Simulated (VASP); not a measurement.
# Nb4H in VASP: further runs, part 2 of 2

VASP 6.6.1. Earlier steps stand in the parts before.

## 4. Single point, LDA

File INCAR:

```
SYSTEM = Nb4H
  PREC = Accurate
  ENCUT = 520
  EDIFF = 1E-6
  ISMEAR = 0
  SIGMA = 0.1
  LREAL = .FALSE.
  LASPH = .TRUE.
  NELM = 60
  ALGO = Normal
  ISIF = 2
  LWAVE = .FALSE.
  LCHARG = .FALSE.
  LDIPOL = .TRUE.
  IDIPOL = 3
  DIPOL = 0.5 0.5 0.339
  NBANDS = 34
```

File KPOINTS:

```
regular mesh
0
G
  9 7 1
  0 0 0
```

File POSCAR:

```
Nb4H
1.0
    2.9270177669      0.0000000000      0.0000000000
    0.0000000000      4.1394282232      0.0000000000
    0.0000000000      0.0000000000     21.2576690685
Nb H
4 1
Direct
    0.5000000000      0.5000000000      0.1881673850
    0.0000000000      0.0000000000      0.2570135449
    0.5000000000      0.5000000000      0.3306382692
    0.0000000000      0.0000000000      0.3884559987
    0.0000000000      0.1666666667      0.5300519559
```

Potentials or basis: VASP PAW LDA potentials, release 64 (Nb_sv, H).

Run with:

```
$ cat potpaw_LDA.64/Nb_sv/POTCAR potpaw_LDA.64/H/POTCAR > POTCAR
$ mpirun -np 1 vasp_std > vasp.out
```

OUTCAR:

```text
SYSTEM = Nb4H
   PREC = Accurate
   ENCUT = 520
   EDIFF = 1E-6
   ISMEAR = 0
   LREAL = .FALSE.
   LASPH = .TRUE.
   NELM = 60
   ISIF = 2

 ion  position               nearest neighbor table
   1  0.500  0.500  0.188-   2 2.93   2 2.93   2 2.93   2 2.93   3 3.03
   2  0.000  0.000  0.257-   4 2.79   1 2.93   1 2.93   1 2.93   1 2.93   3 2.98   3 2.98   3 2.98
                             3 2.98
   3  0.500  0.500  0.331-   4 2.82   4 2.82   4 2.82   4 2.82   2 2.98   2 2.98   2 2.98   2 2.98
                             1 3.03
   4  0.000  0.000  0.388-   2 2.79   3 2.82   3 2.82   3 2.82   3 2.82
   5  0.000  0.167  0.530-

  LATTYP: Found a simple orthorhombic cell.
 ALAT       =     2.9270177669
 B/A-ratio  =     1.4142135624
 C/A-ratio  =     7.2625691955

  Lattice vectors:

 A1 = (   2.9270177669,   0.0000000000,   0.0000000000)
 A2 = (   0.0000000000,   4.1394282232,   0.0000000000)
 A3 = (   0.0000000000,   0.0000000000,  21.2576690685)

Analysis of symmetry for initial positions (statically):
=====================================================================
 Subroutine PRICEL returns:
 Original cell was already a primitive cell.

 Routine SETGRP: Setting up the symmetry group for a
 simple orthorhombic supercell.

 Subroutine GETGRP returns: Found  2 space group operations
 (whereof  2 operations were pure point group operations)
 out of a pool of  8 trial point group operations.

The static configuration has the point symmetry C_1h.

Analysis of symmetry for dynamics (positions and initial velocities):
=====================================================================
 Subroutine PRICEL returns:
 Original cell was already a primitive cell.

 Routine SETGRP: Setting up the symmetry group for a
 simple orthorhombic supercell.

 Subroutine GETGRP returns: Found  2 space group operations
 (whereof  2 operations were pure point group operations)
[... 128 lines left out ...]
   GGA     = CA    functional components
   LHFCALC =     F    Hartree Fock is set to
   AEXX    =    0.0000 exact exchange contribution
   IVDW    =     0    specifies the selected vdW correction
   LEPSILON=     F    determine dielectric tensor
   LRPA    =     F    only Hartree local field effects (RPA)
 non-spin polarized calculation
 Gauss-broadening in eV      SIGMA  =   0.10
  energy-cutoff  :      520.00
  volume of cell :      257.56
 maximum number of plane-waves:      6993
 NGX is ok and might be reduce to    24
   NGX = 11   NGY = 15   NGZ = 79

 dipolmoment           0.000000      0.000000     -0.323030 electrons x Angstroem

 number of electron      52.9999999 magnetization

 dipolmoment           0.000000      0.000000      0.170701 electrons x Angstroem

 Free energy of the ion-electron system (eV)
  ---------------------------------------------------
  ext. energy  EPLUGINS =         0.00000000
  ---------------------------------------------------
  free energy    TOTEN  =       -41.16360099 eV

  energy without entropy =      -41.13538037  energy(sigma->0) =      -41.14949068

 E-fermi :  -0.3702     XC(G=0):  -5.0727

 val. band max:       -0.3778682466   @ k =   0.4444   0.2857   0.0000
 cond. band min:      -0.3216835757   @ k =   0.0000   0.1429   0.0000
 fundamental gap:      0.0561846709
 Fermi energy:        -0.3702259959

 k-point     1 :       0.0000    0.0000    0.0000
  band No.  band energies     occupation
      1     -54.9593      2.00000
      2     -54.8858      2.00000
      3     -54.6350      2.00000
      4     -54.5045      2.00000
      5     -31.5714      2.00000
      6     -31.3675      2.00000
[... 729 lines left out ...]
     33       1.8568      0.00000
     34       2.2956      0.00000

------------------------ aborting loop because EDIFF is reached ----------------------------------------

 vacuum level on the upper side and lower side of the slab       (xc-potential included)         0.978        -1.507

  FORCE on cell =-STRESS in cart. coord.  units (eV):
  Direction    XX          YY          ZZ          XY          YZ          ZX
  --------------------------------------------------------------------------------------
  -------------------------------------------------------------------------------------
  Total       -7.6290589     -6.5626287     -4.9608303      0.0000000     -0.5686240      0.0000000
  in kB      -47.4569903    -40.8232013    -30.8591241      0.0000000     -3.5371574      0.0000000
  external PRESSURE =     -39.7131053 kB  Pullay stress =       0.0000000 kB

 VOLUME and BASIS-vectors are now :
 -----------------------------------------------------------------------------
  energy-cutoff  :      520.00
  volume of cell :      257.56
      direct lattice vectors                 reciprocal lattice vectors
     2.927017767  0.000000000  0.000000000     0.341644663  0.000000000  0.000000000
     0.000000000  4.139428223  0.000000000     0.000000000  0.241579258  0.000000000
     0.000000000  0.000000000 21.257669069     0.000000000  0.000000000  0.047041846

 POSITION                                       TOTAL-FORCE (eV/Angst)
 -----------------------------------------------------------------------------------
      1.46351      2.06971      4.00000         0.000000      0.021373      1.393926
      0.00000      0.00000      5.46351         0.000000     -0.021730     -1.435803
      1.46351      2.06971      7.02860         0.000000     -0.144826     -0.174111
      0.00000      0.00000      8.25767         0.000000      0.383243      1.279227
      0.00000      0.68990     11.26767         0.000000     -0.238061     -1.063239
 -----------------------------------------------------------------------------------
    total drift:                                0.000000     -0.000039     -0.001021

  FREE ENERGIE OF THE ION-ELECTRON SYSTEM (eV)
  ---------------------------------------------------
  free  energy   TOTEN  =       -41.1636009945 eV

  energy  without entropy=      -41.1353803663  energy(sigma->0) =      -41.14949068

 vacuum level on the upper side and lower side of the slab         5.810         3.263
```

OSZICAR:

```text
N       E                     dE             d eps       ncg     rms          rms(c)
DAV:   1     0.561942987371E+03    0.56194E+03   -0.28435E+04  1728   0.136E+03
DAV:   2     0.138581934059E+02   -0.54808E+03   -0.53496E+03  1904   0.586E+02
DAV:   3    -0.403982184580E+02   -0.54256E+02   -0.53270E+02  2344   0.122E+02
[... 18 lines left out ...]
DAV:  22    -0.411635679278E+02   -0.66289E-04   -0.31986E-05  1536   0.209E-02    0.503E-03
DAV:  23    -0.411635903370E+02   -0.22409E-04   -0.66279E-06  1464   0.134E-02    0.196E-03
DAV:  24    -0.411635968424E+02   -0.65053E-05   -0.89133E-07  1224   0.782E-03    0.157E-03
DAV:  25    -0.411636000514E+02   -0.32090E-05   -0.37059E-07   984   0.575E-03    0.740E-04
DAV:  26    -0.411636009945E+02   -0.94313E-06   -0.14979E-07   888   0.437E-03
   1 F= -.41163601E+02 E0= -.41149491E+02  d E =-.282206E-01
```

stdout:

```text
POSCAR found type information on POSCAR NbH
 POSCAR found :  2 types and       5 ions
 scaLAPACK will be used
 LDA part: xc-table for (Slater(with rela. corr.)+CA(PZ))
 , standard interpolation
 POSCAR, INCAR and KPOINTS ok, starting setup
 FFT: planning ... GRIDC
 FFT: planning ... GRID_SOFT
 FFT: planning ... GRID
 WAVECAR not read
 entering main loop
```

Run time: 2.9 min. Hardware: 1 thread of Intel Xeon 6975P-C (Granite Rapids), shared host; peak memory 0.35 GiB.

Results:

```yaml
Free_energy: -41.1636 eV
Largest_force: 1.436 eV/Å
```

Forces in eV/Å, atoms in the order of the input:
```
Nb   0.000  0.021  1.394
Nb   0.000 -0.022 -1.436
Nb   0.000 -0.145 -0.174
Nb   0.000  0.383  1.279
H    0.000 -0.238 -1.063
```

Levels at points of the mesh, in eV from the Fermi level:
| k point | band 24 | band 25 | band 26 | band 27 | band 28 | band 29 |
| --- | --- | --- | --- | --- | --- | --- |
| (0.00, 0.00, 0.00) | -0.95 | -0.47 | -0.29 | 0.26 | 0.35 | 0.36 |

## 5. Single point, LDA

File INCAR:

```
SYSTEM = Nb4H
ALGO = Normal ; DIPOL = 0.5 0.5 0.325
EDIFF = 1E-6 ; ENCUT = 520
IDIPOL = 3 ; ISIF = 2
ISMEAR = 0 ; LASPH = .True.
LCHARG = .False. ; LDIPOL = .True.
LREAL = .False. ; LWAVE = .False.
NBANDS = 34 ; NELM = 60
PREC = Accurate ; SIGMA = 0.1
```

File KPOINTS:

```
k-points
0
Gamma
  9 7 1
  0 0 0
```

POSCAR: that of step 4 with these lines changed.

```diff
@@ -12,2 +12,2 @@
     0.0000000000      0.0000000000      0.3884559987
-    0.0000000000      0.1666666667      0.5300519559
+    0.0000000000      0.3333333333      0.4594891866
```

Run with:

```
$ cat potpaw_LDA.64/Nb_sv/POTCAR potpaw_LDA.64/H/POTCAR > POTCAR
$ mpirun -np 1 vasp_std > vasp.out
```

Run time: 3.2 min. Hardware: 1 thread of Intel Xeon 6975P-C (Granite Rapids), shared host; peak memory 0.35 GiB.

The run converged. Its results:

- Free energy: -42.8219 eV
- Largest force: 1.536 eV/Å

Forces on the atoms (eV/Å):
```
Nb   0.000  0.007  1.276
Nb   0.000 -0.118 -1.397
Nb   0.000 -0.621  0.101
Nb   0.000  1.217  0.937
H    0.000 -0.485 -0.917
```

Levels at points of the mesh, in eV from the Fermi level:
```
           k point  band 24  band 25  band 26  band 27  band 28  band 29
(0.00, 0.00, 0.00)    -0.89    -0.49    -0.30     0.24     0.33     0.45
```
